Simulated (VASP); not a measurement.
# SiC (Cm) in VASP: further runs

The runs below take SiC through single point, with PBE.

Everything below comes from runs of VASP 6.6.1. Logs are shortened: lines on timing, memory, paths and dates and some standing lists are left out, and cuts for length are marked.

**1. The cell of the first run**

Symmetry: Cm, No. 8, monoclinic system. The conventional cell has a = 5.325 Å, b = 3.075 Å, c = 15.121 Å, α = 90.00°, β = 95.05°, γ = 90.00°. Within 2.5 Å of Si (site symmetry m) lie 4 C at 1.88 to 2.31 Å. Si (site symmetry m) has 4 C at 1.88 Å within 2.5 Å. Within 2.5 Å of Si (site symmetry m) lie 4 C at 1.88 Å. Si (site symmetry m) has 4 C at 1.88 Å within 2.5 Å. Si (site symmetry m) has 4 C at 1.88 Å within 2.5 Å. Within 2.5 Å of Si (site symmetry m) lie 4 C at 1.88 Å. Within 2.5 Å of C (site symmetry m) lie 4 Si at 1.88 Å. C (site symmetry m) has 4 Si at 1.88 Å within 2.5 Å.

**2. Single point, PBE**

INCAR reads:

```
SYSTEM = SiC
  ALGO = Normal
  EDIFF = 1E-6
  ENCUT = 520
  GGA = PE
  ISIF = 2
  ISMEAR = 0
  LASPH = .TRUE.
  LCHARG = .FALSE.
  LREAL = .FALSE.
  LWAVE = .FALSE.
  NBANDS = 36
  NELM = 100
  PREC = Accurate
  SIGMA = 0.05
```

KPOINTS reads:

```
k-points
0
G
  10 10 2
  0 0 0
```

POSCAR reads:

```
SiC
1.0
    2.1740000000     -2.1740000000      0.0000000000
    2.1740000000      0.0000000000     -2.1740000000
   11.9570000000      7.0655000000      7.0655000000
Si C
6 6
Direct
    0.6198166667      0.6198166667      0.0624666667
   -0.6718500000     -0.6718500000      0.8958000000
    0.1614833333      0.1614833333      0.2291333333
    0.2448166667      0.2448166667      0.5624666667
   -0.2968500000     -0.2968500000      0.3958000000
   -0.2135166667     -0.2135166667      0.7291333333
    0.3385666667      0.3385666667      0.4374666667
    0.7969000000      0.7969000000      0.2708000000
   -0.1197666667     -0.1197666667      0.6041333333
   -0.0364333333     -0.0364333333      0.9374666667
   -0.5781000000     -0.5781000000      0.7708000000
    0.2552333333      0.2552333333      0.1041333333
```

Potentials or basis: VASP PAW PBE potentials, release 64 (Si, C).

Command:

```sh
$ cat potpaw_PBE.64/Si/POTCAR potpaw_PBE.64/C/POTCAR > POTCAR
$ mpirun -np 1 vasp_std > vasp.out
```

OUTCAR:

```text
SYSTEM = SiC
   EDIFF = 1E-6
   ENCUT = 520
   GGA = PE
   ISIF = 2
   ISMEAR = 0
   LASPH = .TRUE.
   LREAL = .FALSE.
   NELM = 100
   PREC = Accurate

 ion  position               nearest neighbor table
   1  0.620  0.620  0.062-  12 1.88  12 1.88  12 1.88  10 2.31   2 2.98   2 2.98   3 3.07   3 3.07
                             3 3.07
   2  0.328  0.328  0.896-  10 1.88  11 1.88  10 1.88  10 1.88   1 2.98   1 2.98   6 3.07   6 3.07
                             6 3.07
   3  0.161  0.161  0.229-   8 1.88  12 1.88   8 1.88   8 1.88   1 3.07   1 3.07   1 3.07   5 3.07
                             5 3.07   5 3.07
   4  0.245  0.245  0.562-   9 1.88   9 1.88   7 1.88   9 1.88   6 3.07   6 3.07   6 3.07   5 3.07
                             5 3.07   5 3.07
   5  0.703  0.703  0.396-   7 1.88   8 1.88   7 1.88   7 1.88   4 3.07   3 3.07   4 3.07   4 3.07
                             3 3.07   3 3.07
   6  0.786  0.786  0.729-  11 1.88   9 1.88  11 1.88  11 1.88   4 3.07   4 3.07   4 3.07   2 3.07
                             2 3.07   2 3.07
   7  0.339  0.339  0.437-   5 1.88   4 1.88   5 1.88   5 1.88
   8  0.797  0.797  0.271-   3 1.88   5 1.88   3 1.88   3 1.88
   9  0.880  0.880  0.604-   4 1.88   4 1.88   6 1.88   4 1.88
  10  0.964  0.964  0.937-   2 1.88   2 1.88   2 1.88   1 2.31
  11  0.422  0.422  0.771-   6 1.88   2 1.88   6 1.88   6 1.88
  12  0.255  0.255  0.104-   1 1.88   1 1.88   3 1.88   1 1.88

  LATTYP: Found a base centered monoclinic cell.
 ALAT       =     5.3251907008
 B/A-ratio  =     0.5773502692
 C/A-ratio  =     2.8394541729
 COS(beta)  =    -0.0880450906

  Lattice vectors:

 A1 = (   2.1740000000,  -2.1740000000,   0.0000000000)
 A2 = (   2.1740000000,   0.0000000000,  -2.1740000000)
 A3 = (   7.6090000000,   9.2395000000,   9.2395000000)

Analysis of symmetry for initial positions (statically):
=====================================================================
 Subroutine PRICEL returns:
 Original cell was already a primitive cell.

 Routine SETGRP: Setting up the symmetry group for a
 base centered monoclinic supercell.

 Subroutine GETGRP returns: Found  2 space group operations
 (whereof  2 operations were pure point group operations)
 out of a pool of  4 trial point group operations.

The static configuration has the point symmetry C_1h.

Analysis of symmetry for dynamics (positions and initial velocities):
=====================================================================
 Subroutine PRICEL returns:
 Original cell was already a primitive cell.

 Routine SETGRP: Setting up the symmetry group for a
 base centered monoclinic supercell.

 Subroutine GETGRP returns: Found  2 space group operations
 (whereof  2 operations were pure point group operations)
 out of a pool of  4 trial point group operations.

The dynamic configuration has the point symmetry C_1h.

 Subroutine INISYM returns: Found  2 space group operations
 (whereof  2 operations are pure point group operations),
 and found     1 'primitive' translations

----------------------------------------------------------------------------------------

                                     Primitive cell

  volume of cell :     123.2991

  direct lattice vectors                    reciprocal lattice vectors
     2.174000000 -2.174000000  0.000000000     0.124578350 -0.335403251  0.124578350
     2.174000000  0.000000000 -2.174000000     0.124578350  0.124578350 -0.335403251
    11.957000000  7.065500000  7.065500000     0.038331800  0.038331800  0.038331800

  length of vectors
     3.074500285  3.074500285 15.582439780     0.378859962  0.378859962  0.066392625

  position of ions in fractional coordinates (direct lattice)
     0.619816667  0.619816667  0.062466667
     0.328150000  0.328150000  0.895800000
     0.161483333  0.161483333  0.229133333
     0.244816667  0.244816667  0.562466667
     0.703150000  0.703150000  0.395800000
     0.786483333  0.786483333  0.729133333
     0.338566667  0.338566667  0.437466667
     0.796900000  0.796900000  0.270800000
     0.880233333  0.880233333  0.604133333
     0.963566667  0.963566667  0.937466667
     0.421900000  0.421900000  0.770800000
     0.255233333  0.255233333  0.104133333

  ion indices of the primitive-cell ions
   primitive index   ion index
                 1           1
                 2           2
                 3           3
                 4           4
                 5           5
                 6           6
                 7           7
                 8           8
                 9           9
                10          10
                11          11
                12          12

----------------------------------------------------------------------------------------

 KPOINTS: k-points

Automatic generation of k-mesh.
 Grid dimensions read from file:
 generate k-points for:   10   10    2

 Generating k-lattice:

  Cartesian coordinates                     Fractional coordinates (reciprocal lattice)
     0.012457835 -0.033540325  0.012457835     0.100000000  0.000000000  0.000000000
     0.012457835  0.012457835 -0.033540325     0.000000000  0.100000000  0.000000000
     0.019165900  0.019165900  0.019165900     0.000000000  0.000000000  0.500000000

  Length of vectors
     0.037885996  0.037885996  0.033196313

  Shift w.r.t. Gamma in fractional coordinates (k-lattice)
     0.000000000  0.000000000  0.000000000

 Subroutine IBZKPT returns following result:
 ===========================================

 Found     62 irreducible k-points:

 Following reciprocal coordinates:
            Coordinates               Weight
  0.000000  0.000000  0.000000      1.000000
  0.100000  0.000000  0.000000      4.000000
  0.200000  0.000000  0.000000      4.000000
  0.300000  0.000000  0.000000      4.000000
  0.400000  0.000000  0.000000      4.000000
  0.500000  0.000000  0.000000      2.000000
[... 16 lines left out ...]
  0.300000  0.300000  0.000000      2.000000
  0.400000  0.300000  0.000000      4.000000
 [... further k-points ...]
   k-points           NKPTS =     62   k-points in BZ     NKDIM =     62   number of bands    NBANDS=     36
   number of dos      NEDOS =    301   number of ions     NIONS =     12
   total plane-waves  NPLWV =  69120
   dimension x,y,z NGX =    24 NGY =   24 NGZ =  120
   dimension x,y,z NGXF=    48 NGYF=   48 NGZF=  240
   ions per type =               6   6
   NGX,Y,Z   is equivalent  to a cutoff of  12.98, 12.98, 12.80 a.u.
   NGXF,Y,Z  is equivalent  to a cutoff of  25.95, 25.95, 25.61 a.u.
 SYSTEM =  SiC
   PREC   = accura    normal or accurate (medium, high low for compatibility)
   ISTART =      0    job   : 0-new  1-cont  2-samecut
   ICHARG =      2    charge: 1-file 2-atom 10-const
   ISPIN  =      1    spin polarized calculation?
   LNONCOLLINEAR =      F non collinear calculations
   LSORBIT =      F    spin-orbit coupling
   LASPH  =      T    aspherical Exc in radial PAW
   ENCUT  =  520.0 eV  38.22 Ry    6.18 a.u.   5.72  5.72 28.97*2*pi/ulx,y,z
   NELM   =    100;   NELMIN=  2; NELMDL= -5     # of ELM steps
   EDIFF  = 0.1E-05   stopping-criterion for ELM
   LREAL  =      F    real-space projection
   EDIFFG = 0.1E-04   stopping-criterion for IOM
   NSW    =      0    number of steps for IOM
   IBRION =     -1    ionic relax: 0-MD 1-quasi-New 2-CG
   NFREE  =      0    steps in history (QN), initial steepest desc. (CG)
   ISIF   =      2    stress and relaxation
   ISYM   =      2    0-nonsym 1-usesym 2-fastsym
   POTIM  = 0.5000    time-step for ionic-motion
   TEBEG  =    0.0;   TEEND  =   0.0 temperature during run
   PSTRESS=    0.0 pullay stress
   NELECT =      48.0000    total number of electrons
   NUPDOWN=      -1.0000    fix difference up-down
   EMIN   =  10.00;   EMAX   =-10.00  energy-range for DOS
   EFERMI =   0.00;   METHOD = LEGACY
   ISMEAR =     0;   SIGMA  =   0.05  broadening in eV -4-tet -1-fermi 0-gaus
   EFERMI_NEDOS =   21; number of points for ismear=-14 and -15
   IALGO  =     38    algorithm
   IMIX   =      4    mixing-type and parameters
     AMIX     =   0.40;   BMIX     =  1.00
     AMIX_MAG =   1.60;   BMIX_MAG =  1.00
  volume/ion in A,a.u.               =      10.27        69.34
  Fermi-wavevector in a.u.,A,eV,Ry     =   1.195369  2.258920 19.441458  1.428907
  Thomas-Fermi vector in A             =   2.331336
   LORBIT       =      0    0 simple, 1 ext, 2 COOP (PROOUT), +10 PAW based schemes
   GGA     = PE    functional components
   LHFCALC =     F    Hartree Fock is set to
   AEXX    =    0.0000 exact exchange contribution
   IVDW    =     0    specifies the selected vdW correction
   LEPSILON=     F    determine dielectric tensor
   LRPA    =     F    only Hartree local field effects (RPA)
 non-spin polarized calculation
 Gauss-broadening in eV      SIGMA  =   0.05
  energy-cutoff  :      520.00
  volume of cell :      123.30
 maximum number of plane-waves:      3344
   NGX = 11   NGY = 11   NGZ = 57

 number of electron      48.0000003 magnetization

 Free energy of the ion-electron system (eV)
  ---------------------------------------------------
  ext. energy  EPLUGINS =         0.00000000
  ---------------------------------------------------
  free energy    TOTEN  =       -88.69802009 eV

  energy without entropy =      -88.69802009  energy(sigma->0) =      -88.69802009

 E-fermi :   8.7458     XC(G=0): -11.4230

 val. band max:        8.5379915880   @ k =   0.0000   0.0000   0.0000
 cond. band min:       9.3887085132   @ k =   0.5000   0.5000   0.0000
 fundamental gap:      0.8507169251
 Fermi energy:         8.7458130222

 k-point     1 :       0.0000    0.0000    0.0000
  band No.  band energies     occupation
      1      -7.2671      2.00000
      2      -6.7283      2.00000
      3      -6.6592      2.00000
      4      -5.2125      2.00000
      5      -5.1148      2.00000
      6      -3.6478      2.00000
[... 28 lines left out ...]
     35      15.6613      0.00000
     36      15.7030      0.00000
[... 866 lines left out ...]
      6      -2.3498      2.00000
[... 28 lines left out ...]
     35      15.7264      0.00000
     36      16.2956      0.00000

 [... further k-points ...]

------------------------ aborting loop because EDIFF is reached ----------------------------------------

  FORCE on cell =-STRESS in cart. coord.  units (eV):
  Direction    XX          YY          ZZ          XY          YZ          ZX
  --------------------------------------------------------------------------------------
  -------------------------------------------------------------------------------------
  Total        2.7969692      1.7541573      1.7541573      2.1081307     -1.1940968      2.1081307
  in kB       36.3444748     22.7939327     22.7939327     27.3935451    -15.5163745     27.3935462
  external PRESSURE =      27.3107801 kB  Pullay stress =       0.0000000 kB

 VOLUME and BASIS-vectors are now :
 -----------------------------------------------------------------------------
  energy-cutoff  :      520.00
  volume of cell :      123.30
      direct lattice vectors                 reciprocal lattice vectors
     2.174000000 -2.174000000  0.000000000     0.124578350 -0.335403251  0.124578350
     2.174000000  0.000000000 -2.174000000     0.124578350  0.124578350 -0.335403251
    11.957000000  7.065500000  7.065500000     0.038331800  0.038331800  0.038331800

 POSITION                                       TOTAL-FORCE (eV/Angst)
 -----------------------------------------------------------------------------------
      3.44188     -0.90612     -0.90612         0.715807     -0.936659     -0.936659
     12.13788      5.61588      5.61588         0.156411     -0.094291     -0.094291
      3.44188      1.26788      1.26788         0.072892      0.116193      0.116193
      7.78988      3.44188      3.44188         0.055414      0.050847      0.050847
      7.78988      1.26788      1.26788         0.067254      0.053124      0.053124
     12.13788      3.44188      3.44188         0.071977      0.042672      0.042672
      6.70288      2.35488      2.35488        -0.056709     -0.052546     -0.052546
      6.70288      0.18088      0.18088        -0.030946     -0.052345     -0.052345
     11.05088      2.35488      2.35488        -0.073082     -0.048155     -0.048155
     15.39888      4.52888      4.52888        -0.676194      0.671495      0.671495
     11.05088      4.52888      4.52888        -0.202521     -0.025872     -0.025872
      2.35488      0.18088      0.18088        -0.100304      0.275537      0.275537
 -----------------------------------------------------------------------------------
    total drift:                               -0.000227     -0.000241     -0.000241

  FREE ENERGIE OF THE ION-ELECTRON SYSTEM (eV)
  ---------------------------------------------------
  free  energy   TOTEN  =       -88.6980200895 eV

  energy  without entropy=      -88.6980200895  energy(sigma->0) =      -88.69802009
```

Run time: 5.2 min. Hardware: 1 thread of Intel Xeon 8259CL, shared host; peak memory 0.37 GiB.

Results:

| Item | Value |
| --- | --- |
| Free energy | -88.6980 eV |
| Pressure | 2.7 GPa |
| Largest force | 1.506 eV/Å |
| Band gap on the k mesh | 0.85 eV (least direct gap 1.74 eV) |

Forces in eV/Å, atoms in the order of the input:
```
Si   0.716 -0.937 -0.937
Si   0.156 -0.094 -0.094
Si   0.073  0.116  0.116
Si   0.055  0.051  0.051
Si   0.067  0.053  0.053
Si   0.072  0.043  0.043
C   -0.057 -0.053 -0.053
C   -0.031 -0.052 -0.052
C   -0.073 -0.048 -0.048
C   -0.676  0.671  0.671
C   -0.203 -0.026 -0.026
C   -0.100  0.276  0.276
```

Levels at points of the mesh, in eV from the valence-band top:
```csv
k point,band 22,band 23,band 24,band 25,band 26,band 27
"(0.00, 0.00, 0.00)",-0.36,-0.22,0.00,4.91,5.10,5.39
"(0.50, 0.00, 0.00)",-2.04,-1.70,-1.42,1.56,2.06,2.33
"(0.50, 0.50, 0.00)",-2.05,-1.37,-1.06,0.85,1.88,2.31
"(0.00, 0.00, 0.50)",-0.44,-0.31,-0.25,5.00,5.11,5.32
"(0.50, 0.00, 0.50)",-1.80,-1.55,-1.33,1.32,2.20,2.45
"(0.50, 0.50, 0.50)",-1.67,-1.50,-1.02,0.94,1.43,2.48
```

Caveat: forces of over 1 eV/Å act on the atoms, so gaps and moduli don't describe the material at rest. A k mesh can miss the band edges.

(Part 1 of 2 ends here.)
